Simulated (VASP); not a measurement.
# SiC (P6_3mc) in VASP: single point with PBE

Aim: the single point of SiC with PBE.

Program: VASP 6.6.1. These are calculated values, not measurements. Logs are shortened: lines on timing, memory, paths and dates and some standing lists are left out, and cuts for length are marked.

**1. The cell of the first run**

It takes space group P6_3mc (No. 186, hexagonal). The conventional cell has a = 3.076 Å, b = 3.076 Å, c = 5.048 Å, α = 90.00°, β = 90.00°, γ = 120.00°. Si (site symmetry 3m) has 4 C at 1.87 to 1.94 Å within 2.5 Å. Within 2.5 Å of C (site symmetry 3m) lie 4 Si at 1.87 to 1.94 Å.

**2. Single point, PBE**

Input file INCAR:

```
PREC = Accurate
ENCUT = 600
EDIFF = 1E-6
ISMEAR = 0
SIGMA = 0.1
LREAL = False
LASPH = True
NELM = 120
ALGO = Normal
ISIF = 2
LWAVE = False
LCHARG = False
GGA = PE
NBANDS = 16
GGA_COMPAT = False
```

Input file KPOINTS:

```
regular mesh
0
Gamma
  7 7 4
```

Input file POSCAR:

```
SiC
1.0
    3.0760000000      0.0000000000      0.0000000000
   -1.5380000000      2.6638940000      0.0000000000
    0.0000000000      0.0000000000      5.0480000000
Si C
2 2
Direct
    0.3333333333      0.6666666667      0.0000000000
    0.6666666667      0.3333333333      0.5000000000
    0.3333333333      0.6666666667      0.3850000000
    0.6666666667      0.3333333333      0.8850000000
```

Potentials or basis: VASP PAW PBE potentials, release 64 (Si, C).

Launch:

```
> cat potpaw_PBE.64/Si/POTCAR potpaw_PBE.64/C/POTCAR > POTCAR
> mpirun -np 1 vasp_std > vasp.out
```

OUTCAR:

```text
PREC = Accurate
   ENCUT = 600
   EDIFF = 1E-6
   ISMEAR = 0
   LREAL = False
   LASPH = True
   NELM = 120
   ISIF = 2
   GGA = PE

 ion  position               nearest neighbor table
   1  0.333  0.667  0.000-   4 1.87   4 1.87   4 1.87   3 1.94   2 3.09   2 3.09   2 3.09   2 3.09
                             2 3.09   2 3.09
   2  0.667  0.333  0.500-   3 1.87   3 1.87   3 1.87   4 1.94   1 3.09   1 3.09   1 3.09   1 3.09
                             1 3.09   1 3.09
   3  0.333  0.667  0.385-   2 1.87   2 1.87   2 1.87   1 1.94
   4  0.667  0.333  0.885-   1 1.87   1 1.87   1 1.87   2 1.94

  LATTYP: Found a hexagonal cell.
 ALAT       =     3.0760000000
 C/A-ratio  =     1.6410923277

  Lattice vectors:

 A1 = (   3.0760000000,   0.0000000000,   0.0000000000)
 A2 = (  -1.5380000000,   2.6638940000,   0.0000000000)
 A3 = (   0.0000000000,   0.0000000000,   5.0480000000)

Analysis of symmetry for initial positions (statically):
=====================================================================
 Subroutine PRICEL returns:
 Original cell was already a primitive cell.

 Routine SETGRP: Setting up the symmetry group for a
 hexagonal supercell.

 Subroutine GETGRP returns: Found 12 space group operations
 (whereof  6 operations were pure point group operations)
 out of a pool of 24 trial point group operations.

The static configuration has the point symmetry C_3v.
 The point group associated with its full space group is C_6v.

Analysis of symmetry for dynamics (positions and initial velocities):
=====================================================================
 Subroutine PRICEL returns:
 Original cell was already a primitive cell.

 Routine SETGRP: Setting up the symmetry group for a
 hexagonal supercell.

 Subroutine GETGRP returns: Found 12 space group operations
 (whereof  6 operations were pure point group operations)
 out of a pool of 24 trial point group operations.

The dynamic configuration has the point symmetry C_3v.
 The point group associated with its full space group is C_6v.

 Subroutine INISYM returns: Found 12 space group operations
 (whereof  6 operations are pure point group operations),
 and found     1 'primitive' translations

----------------------------------------------------------------------------------------

                                     Primitive cell

  volume of cell :      41.3640
[... 92 lines left out ...]
   EDIFF  = 0.1E-05   stopping-criterion for ELM
   LREAL  =      F    real-space projection
   EDIFFG = 0.1E-04   stopping-criterion for IOM
   NSW    =      0    number of steps for IOM
   IBRION =     -1    ionic relax: 0-MD 1-quasi-New 2-CG
   NFREE  =      0    steps in history (QN), initial steepest desc. (CG)
   ISIF   =      2    stress and relaxation
   ISYM   =      2    0-nonsym 1-usesym 2-fastsym
   POTIM  = 0.5000    time-step for ionic-motion
   TEBEG  =    0.0;   TEEND  =   0.0 temperature during run
   PSTRESS=    0.0 pullay stress
   NELECT =      16.0000    total number of electrons
   NUPDOWN=      -1.0000    fix difference up-down
   EMIN   =  10.00;   EMAX   =-10.00  energy-range for DOS
   EFERMI =   0.00;   METHOD = LEGACY
   ISMEAR =     0;   SIGMA  =   0.10  broadening in eV -4-tet -1-fermi 0-gaus
   EFERMI_NEDOS =   21; number of points for ismear=-14 and -15
   IALGO  =     38    algorithm
   IMIX   =      4    mixing-type and parameters
     AMIX     =   0.40;   BMIX     =  1.00
     AMIX_MAG =   1.60;   BMIX_MAG =  1.00
  volume/ion in A,a.u.               =      10.34        69.78
  Fermi-wavevector in a.u.,A,eV,Ry     =   1.192817  2.254098 19.358550  1.422813
  Thomas-Fermi vector in A             =   2.328847
   LORBIT       =      0    0 simple, 1 ext, 2 COOP (PROOUT), +10 PAW based schemes
   GGA     = PE    functional components
   LHFCALC =     F    Hartree Fock is set to
   AEXX    =    0.0000 exact exchange contribution
   IVDW    =     0    specifies the selected vdW correction
   LEPSILON=     F    determine dielectric tensor
   LRPA    =     F    only Hartree local field effects (RPA)
 non-spin polarized calculation
 Gauss-broadening in eV      SIGMA  =   0.10
  energy-cutoff  :      600.00
  volume of cell :       41.36
 maximum number of plane-waves:      1396
 NGX is ok and might be reduce to    28
   NGX = 13   NGY = 13   NGZ = 21

 number of electron      16.0000001 magnetization

 Free energy of the ion-electron system (eV)
  ---------------------------------------------------
  ext. energy  EPLUGINS =         0.00000000
  ---------------------------------------------------
  free energy    TOTEN  =       -30.06743352 eV

  energy without entropy =      -30.06743352  energy(sigma->0) =      -30.06743352

 E-fermi :   8.8941     XC(G=0): -11.3482

 val. band max:        8.4100244873   @ k =   0.0000   0.0000   0.0000
 cond. band min:      11.0441907930   @ k =   0.2857   0.2857   0.0000
 fundamental gap:      2.6341663057
 Fermi energy:         8.8941154310

 k-point     1 :       0.0000    0.0000    0.0000
  band No.  band energies     occupation
      1      -7.3150      2.00000
      2      -3.8127      2.00000
      3      -0.2831      2.00000
      4       6.8537      2.00000
      5       6.8537      2.00000
      6       8.1344      2.00000
[... 433 lines left out ...]
      3       0.6325      2.00000
      4       0.6325      2.00000
      5       2.9575      2.00000
      6       2.9575      2.00000
[... 8 lines left out ...]
     15      19.1224      0.00000
     16      19.1224      0.00000

------------------------ aborting loop because EDIFF is reached ----------------------------------------

  FORCE on cell =-STRESS in cart. coord.  units (eV):
  Direction    XX          YY          ZZ          XY          YZ          ZX
  --------------------------------------------------------------------------------------
  -------------------------------------------------------------------------------------
  Total        1.3257175      1.3257173      0.0602618      0.0000000      0.0000000     -0.0000000
  in kB       51.3498220     51.3498165      2.3341565      0.0000000      0.0000000     -0.0000000
  external PRESSURE =      35.0112650 kB  Pullay stress =       0.0000000 kB

 VOLUME and BASIS-vectors are now :
 -----------------------------------------------------------------------------
  energy-cutoff  :      600.00
  volume of cell :       41.36
      direct lattice vectors                 reciprocal lattice vectors
     3.076000000  0.000000000  0.000000000     0.325097529  0.187695156  0.000000000
    -1.538000000  2.663894000  0.000000000     0.000000000  0.375390312  0.000000000
     0.000000000  0.000000000  5.048000000     0.000000000  0.000000000  0.198098257

 POSITION                                       TOTAL-FORCE (eV/Angst)
 -----------------------------------------------------------------------------------
     -0.00000      1.77593      0.00000         0.000000     -0.000000      0.749089
      1.53800      0.88796      2.52400         0.000000      0.000000      0.749089
     -0.00000      1.77593      1.94348         0.000000     -0.000000     -0.749089
      1.53800      0.88796      4.46748        -0.000000     -0.000000     -0.749089
 -----------------------------------------------------------------------------------
    total drift:                               -0.000000      0.000000     -0.000152

  FREE ENERGIE OF THE ION-ELECTRON SYSTEM (eV)
  ---------------------------------------------------
  free  energy   TOTEN  =       -30.0674335233 eV

  energy  without entropy=      -30.0674335233  energy(sigma->0) =      -30.06743352
```

stdout:

```text
POSCAR found type information on POSCAR SiC
 POSCAR found :  2 types and       4 ions
 scaLAPACK will be used
 LDA part: xc-table for (Slater+PW92), standard interpolation
 POSCAR, INCAR and KPOINTS ok, starting setup
 FFT: planning ... GRIDC
 FFT: planning ... GRID_SOFT
 FFT: planning ... GRID
 WAVECAR not read
 entering main loop
```

Wall time 32 s (1 thread of Intel Xeon 8259CL, shared host); peak memory 0.17 GiB.

Results:

* Free energy: -30.0674 eV
* Pressure: 3.5 GPa
* Largest force: 0.749 eV/Å
* Band gap on the k mesh: 2.63 eV (least direct gap 4.13 eV)

Forces on the atoms (eV/Å):
```
Si   0.000  0.000  0.749
Si   0.000  0.000  0.749
C    0.000  0.000 -0.749
C    0.000  0.000 -0.749
```

Levels at points of the mesh, in eV from the valence-band top:
| k point | band 5 | band 6 | band 7 | band 8 | band 9 | band 10 | band 11 | band 12 |
| --- | --- | --- | --- | --- | --- | --- | --- | --- |
| (0.00, 0.00, 0.00) | -1.56 | -0.28 | -0.28 | 0.00 | 4.62 | 6.03 | 6.51 | 6.51 |
| (0.00, 0.00, 0.50) | -0.97 | -0.97 | -0.97 | -0.97 | 5.71 | 5.71 | 7.17 | 7.17 |

Caveat: the cell stands under pressure; an odd mesh through Γ misses points on the zone boundary, where band edges can lie.
